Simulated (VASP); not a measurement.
# Ag (I4_1/amd) in VASP: single point with PBE

Aim: the single point of Ag with PBE.

All numbers are computed with VASP 6.6.1; they aren't measurements. Logs are shortened: lines on timing, memory, paths and dates and some standing lists are left out, and cuts for length are marked.

### Step 1. The cell of the first run

The structure is tetragonal, space group I4_1/amd (No. 141). Conventional cell: a = 5.322 Å, b = 5.322 Å, c = 2.790 Å, α = 90.00°, β = 90.00°, γ = 90.00°. Ag (site symmetry -4m2) has 10 Ag at 2.75 to 3.39 Å within 3.6 Å.

### Step 2. Single point, PBE (19.75 Å³/atom)

File POSCAR:

```
Ag
1.0
   -2.6608906731      2.6608906731      1.3950071283
    2.6608906731     -2.6608906731      1.3950071283
    2.6608906731      2.6608906731     -1.3950071283
Ag
2
Direct
   -0.3750000000     -0.1250000000     -0.2500000000
    0.3750000000      0.1250000000      0.2500000000
```

File INCAR.step1:

```
PREC = Accurate ; ENCUT = 520
EDIFF = 1E-6 ; ISMEAR = -1
SIGMA = 0.1 ; LREAL = F
LASPH = T ; NELM = 60
ALGO = Normal ; ISIF = 2
LWAVE = F ; LCHARG = T
LMAXMIX = 4 ; GGA = PE
NBANDS = 18
```

File KPOINTS.step1:

```
regular mesh
0
Gamma
  15 15 15
```

File INCAR.step2:

```
PREC = Accurate ; ENCUT = 520
EDIFF = 1E-6 ; ISMEAR = -5
SIGMA = 0.1 ; LREAL = F
LASPH = T ; NELM = 60
ALGO = Normal ; ISIF = 2
LWAVE = F ; LCHARG = F
LMAXMIX = 4 ; GGA = PE
LORBIT = 10 ; NBANDS = 18
NEDOS = 2001 ; ICHARG = 11
```

File KPOINTS.step2:

```
regular mesh
0
Gamma
  23 23 23
```

Potentials or basis: VASP PAW PBE potentials, release 64 (Ag).

Command:

```console
$ cat potpaw_PBE.64/Ag/POTCAR > POTCAR
$ cp INCAR.step1 INCAR
$ cp KPOINTS.step1 KPOINTS
$ mpirun -np 1 vasp_std > vasp.out
$ cp INCAR.step2 INCAR
$ cp KPOINTS.step2 KPOINTS
$ mpirun -np 1 vasp_std > vasp.out
```

OUTCAR:

```text
PREC = Accurate
   ENCUT = 520
   EDIFF = 1E-6
   ISMEAR = -5
   LREAL = F
   LASPH = T
   NELM = 60
   ISIF = 2
   GGA = PE
   LORBIT = 10
   ICHARG = 11

 ion  position               nearest neighbor table
   1  0.625  0.875  0.750-   2 2.75   2 2.75   2 2.75   2 2.75   2 3.39   2 3.39   2 3.39   2 3.39

   2  0.375  0.125  0.250-   1 2.75   1 2.75   1 2.75   1 2.75   1 3.39   1 3.39   1 3.39   1 3.39

  LATTYP: Found a body centered tetragonal cell.
 ALAT       =     5.3217813462
 C/A-ratio  =     0.5242632260

  Lattice vectors:

 A1 = (  -2.6608906731,   2.6608906731,   1.3950071283)
 A2 = (   2.6608906731,  -2.6608906731,   1.3950071283)
 A3 = (   2.6608906731,   2.6608906731,  -1.3950071283)

Analysis of symmetry for initial positions (statically):
=====================================================================
 Subroutine PRICEL returns:
 Original cell was already a primitive cell.

 Routine SETGRP: Setting up the symmetry group for a
 body centered tetragonal supercell.

 Subroutine GETGRP returns: Found 16 space group operations
 (whereof  4 operations were pure point group operations)
 out of a pool of 16 trial point group operations.

The static configuration has the point symmetry C_2h.
 The point group associated with its full space group is D_4h.

Analysis of symmetry for dynamics (positions and initial velocities):
=====================================================================
 Subroutine PRICEL returns:
 Original cell was already a primitive cell.

 Routine SETGRP: Setting up the symmetry group for a
 body centered tetragonal supercell.

 Subroutine GETGRP returns: Found 16 space group operations
 (whereof  4 operations were pure point group operations)
 out of a pool of 16 trial point group operations.

The dynamic configuration has the point symmetry C_2h.
 The point group associated with its full space group is D_4h.

 Subroutine INISYM returns: Found 16 space group operations
 (whereof  4 operations are pure point group operations),
 and found     1 'primitive' translations

----------------------------------------------------------------------------------------

                                     Primitive cell

  volume of cell :      39.5085

  direct lattice vectors                    reciprocal lattice vectors
    -2.660890673  2.660890673  1.395007128     0.000000000  0.187907006  0.358421108
     2.660890673 -2.660890673  1.395007128     0.187907006  0.000000000  0.358421108
     2.660890673  2.660890673 -1.395007128     0.187907006  0.187907006  0.000000000

  length of vectors
     4.013318233  4.013318233  4.013318233     0.404690911  0.404690911  0.265740637

  position of ions in fractional coordinates (direct lattice)
     0.625000000  0.875000000  0.750000000
     0.375000000  0.125000000  0.250000000

  ion indices of the primitive-cell ions
   primitive index   ion index
                 1           1
                 2           2

----------------------------------------------------------------------------------------

 KPOINTS: regular mesh

Automatic generation of k-mesh.
 Grid dimensions read from file:
 generate k-points for:   23   23   23

 Generating k-lattice:

  Cartesian coordinates                     Fractional coordinates (reciprocal lattice)
     0.000000000  0.008169870  0.015583526     0.043478261 -0.000000000  0.000000000
     0.008169870  0.000000000  0.015583526    -0.000000000  0.043478261  0.000000000
     0.008169870  0.008169870  0.000000000     0.000000000  0.000000000  0.043478261

  Length of vectors
     0.017595257  0.017595257  0.011553941

  Shift w.r.t. Gamma in fractional coordinates (k-lattice)
     0.000000000  0.000000000  0.000000000

 TETIRR: Found  29779 inequivalent tetrahedra from    73002

 Subroutine IBZKPT returns following result:
 ===========================================

 Found    936 irreducible k-points:

 Following reciprocal coordinates:
            Coordinates               Weight
  0.000000  0.000000  0.000000      1.000000
  0.043478 -0.000000  0.000000      8.000000
  0.086957 -0.000000  0.000000      8.000000
  0.130435 -0.000000  0.000000      8.000000
  0.173913 -0.000000  0.000000      8.000000
  0.217391 -0.000000  0.000000      8.000000
[... 16 lines left out ...]
  0.478261  0.043478  0.000000     16.000000
 -0.478261  0.043478 -0.000000     16.000000
 [... further k-points ...]
   k-points           NKPTS =    936   k-points in BZ     NKDIM =    936   number of bands    NBANDS=     18
   number of dos      NEDOS =   2001   number of ions     NIONS =      2
   total plane-waves  NPLWV =  27000
   dimension x,y,z NGX =    30 NGY =   30 NGZ =   30
   dimension x,y,z NGXF=    60 NGYF=   60 NGZF=   60
   ions per type =               2
   NGX,Y,Z   is equivalent  to a cutoff of  12.43, 12.43, 12.43 a.u.
   NGXF,Y,Z  is equivalent  to a cutoff of  24.85, 24.85, 24.85 a.u.
 SYSTEM =  unknown system
   PREC   = accura    normal or accurate (medium, high low for compatibility)
   ISTART =      0    job   : 0-new  1-cont  2-samecut
   ICHARG =     11    charge: 1-file 2-atom 10-const
   ISPIN  =      1    spin polarized calculation?
   LNONCOLLINEAR =      F non collinear calculations
   LSORBIT =      F    spin-orbit coupling
   LASPH  =      T    aspherical Exc in radial PAW
   ENCUT  =  520.0 eV  38.22 Ry    6.18 a.u.   7.46  7.46  7.46*2*pi/ulx,y,z
   NELM   =     60;   NELMIN=  2; NELMDL=  0     # of ELM steps
   EDIFF  = 0.1E-05   stopping-criterion for ELM
   LREAL  =      F    real-space projection
   EDIFFG = 0.1E-04   stopping-criterion for IOM
   NSW    =      0    number of steps for IOM
   IBRION =     -1    ionic relax: 0-MD 1-quasi-New 2-CG
   NFREE  =      0    steps in history (QN), initial steepest desc. (CG)
   ISIF   =      2    stress and relaxation
   ISYM   =      2    0-nonsym 1-usesym 2-fastsym
   POTIM  = 0.5000    time-step for ionic-motion
   TEBEG  =    0.0;   TEEND  =   0.0 temperature during run
   PSTRESS=    0.0 pullay stress
   NELECT =      22.0000    total number of electrons
   NUPDOWN=      -1.0000    fix difference up-down
   EMIN   =  10.00;   EMAX   =-10.00  energy-range for DOS
   EFERMI =   0.00;   METHOD = LEGACY
   ISMEAR =    -5;   SIGMA  =   0.10  broadening in eV -4-tet -1-fermi 0-gaus
   EFERMI_NEDOS =   21; number of points for ismear=-14 and -15
   IALGO  =     38    algorithm
   IMIX   =      4    mixing-type and parameters
     AMIX     =   0.40;   BMIX     =  1.00
     AMIX_MAG =   1.60;   BMIX_MAG =  1.00
  volume/ion in A,a.u.               =      19.75       133.31
  Fermi-wavevector in a.u.,A,eV,Ry     =   1.346849  2.545175 24.680997  1.814002
  Thomas-Fermi vector in A             =   2.474647
   LORBIT       =     10    0 simple, 1 ext, 2 COOP (PROOUT), +10 PAW based schemes
   GGA     = PE    functional components
   LHFCALC =     F    Hartree Fock is set to
   AEXX    =    0.0000 exact exchange contribution
   IVDW    =     0    specifies the selected vdW correction
   LEPSILON=     F    determine dielectric tensor
   LRPA    =     F    only Hartree local field effects (RPA)
 non-spin polarized calculation
 Fermi weights with tetrahedron method with Bloechl corrections
  energy-cutoff  :      520.00
  volume of cell :       39.51
 maximum number of plane-waves:      1085
 NGX is ok and might be reduce to    30

 number of electron      21.9999995 magnetization

 Free energy of the ion-electron system (eV)
  ---------------------------------------------------
  ext. energy  EPLUGINS =         0.00000000
  ---------------------------------------------------
  free energy    TOTEN  =        -4.95766874 eV

  energy without entropy =       -4.95766874  energy(sigma->0) =       -4.95766874

 E-fermi :   6.5712     XC(G=0): -11.2971

 val. band max:        6.6074827644   @ k =  -0.3478  -0.3478   0.0870
 cond. band min:       6.5258015146   @ k =  -0.3913  -0.3913   0.2174
 fundamental gap:     -0.0816812498
 Fermi energy:         6.5711735881

 k-point     1 :       0.0000    0.0000    0.0000
  band No.  band energies     occupation
      1      -0.1813      2.00000
      2       0.7994      2.00000
      3       0.9585      2.00000
      4       1.2254      2.00000
      5       1.3948      2.00000
      6       3.1035      2.00000
[... 10 lines left out ...]
     17      21.2810      0.00000
     18      25.3430      0.00000

 k-point     2 :       0.0435   -0.0000    0.0000
  band No.  band energies     occupation
      1      -0.1267      2.00000
      2       0.8177      2.00000
      3       0.9616      2.00000
      4       1.2720      2.00000
      5       1.4195      2.00000
      6       3.0113      2.00000
[... 10 lines left out ...]
     17      21.3631      0.00000
     18      24.6352      0.00000

 k-point     3 :       0.0870   -0.0000    0.0000
  band No.  band energies     occupation
      1       0.0339      2.00000
      2       0.8712      2.00000
      3       0.9791      2.00000
      4       1.3995      2.00000
      5       1.4936      2.00000
      6       2.8548      2.00000
[... 10 lines left out ...]
     17      21.6060      0.00000
     18      22.9952      0.00000

 k-point     4 :       0.1304   -0.0000    0.0000
  band No.  band energies     occupation
      1       0.2880      2.00000
      2       0.9562      2.00000
      3       1.0186      2.00000
      4       1.5793      2.00000
      5       1.6238      2.00000
      6       2.6598      2.00000
[... 375 lines left out ...]
      4       1.6211      2.00000
      5       2.3256      2.00000
      6       2.3995      2.00000
[... 10 lines left out ...]
     17      18.0754      0.00000
     18      21.7365      0.00000

 k-point    23 :       0.4783    0.0435    0.0000
  band No.  band energies     occupation
      1       1.0409      2.00000
      2       1.0715      2.00000
      3       1.4765      2.00000
      4       1.6171      2.00000
      5       2.3666      2.00000
      6       2.3951      2.00000
[... 10 lines left out ...]
     17      18.0043      0.00000
     18      21.7940      0.00000

 k-point    24 :      -0.4783    0.0435   -0.0000
  band No.  band energies     occupation
      1       1.0662      2.00000
      2       1.1061      2.00000
      3       1.4941      2.00000
      4       1.6053      2.00000
      5       2.3270      2.00000
      6       2.4303      2.00000
[... 10 lines left out ...]
     17      18.0423      0.00000
     18      21.8083      0.00000

 [... further k-points ...]
[... 5 lines left out ...]
  --------------------------------------------------------------------------------------
  -------------------------------------------------------------------------------------
  Total       -0.0378938     -0.0378938     -0.0566889     -0.0000000     -0.0000000      0.0000000
  in kB       -1.5366980     -1.5366980     -2.2988888     -0.0000000     -0.0000000      0.0000000
  external PRESSURE =      -1.7907616 kB  Pullay stress =       0.0000000 kB

 VOLUME and BASIS-vectors are now :
 -----------------------------------------------------------------------------
  energy-cutoff  :      520.00
  volume of cell :       39.51
      direct lattice vectors                 reciprocal lattice vectors
    -2.660890673  2.660890673  1.395007128     0.000000000  0.187907006  0.358421108
     2.660890673 -2.660890673  1.395007128     0.187907006  0.000000000  0.358421108
     2.660890673  2.660890673 -1.395007128     0.187907006  0.187907006  0.000000000

 POSITION                                       TOTAL-FORCE (eV/Angst)
 -----------------------------------------------------------------------------------
      2.66089      1.33045      1.04626        -0.000000      0.000000     -0.000000
      0.00000      1.33045      0.34875         0.000000     -0.000000      0.000000
 -----------------------------------------------------------------------------------
    total drift:                                0.000000     -0.000000      0.000000

  FREE ENERGIE OF THE ION-ELECTRON SYSTEM (eV)
  ---------------------------------------------------
  free  energy   TOTEN  =        -4.9576687401 eV

  energy  without entropy=       -4.9576687401  energy(sigma->0) =       -4.95766874

 total charge

# of ion       s       p       d       tot
------------------------------------------
    1        0.420   0.236   9.176   9.832
    2        0.420   0.236   9.176   9.832
--------------------------------------------------
tot          0.839   0.473  18.352  19.664
```

Wall time 11 min (1 thread of Oxide Virtual Turin-like, shared host); peak memory 0.66 GiB.

What came out:

```yaml
Valence_electrons_inside_the_program's_atomic_spheres: Ag 9.83
```

Levels at points of the mesh, in eV from the Fermi level:
```csv
k point,band 8,band 9,band 10,band 11,band 12,band 13,band 14,band 15
"(0.00, 0.00, 0.00)",-3.44,-3.44,-2.89,-2.34,4.13,4.13,8.19,9.97
```
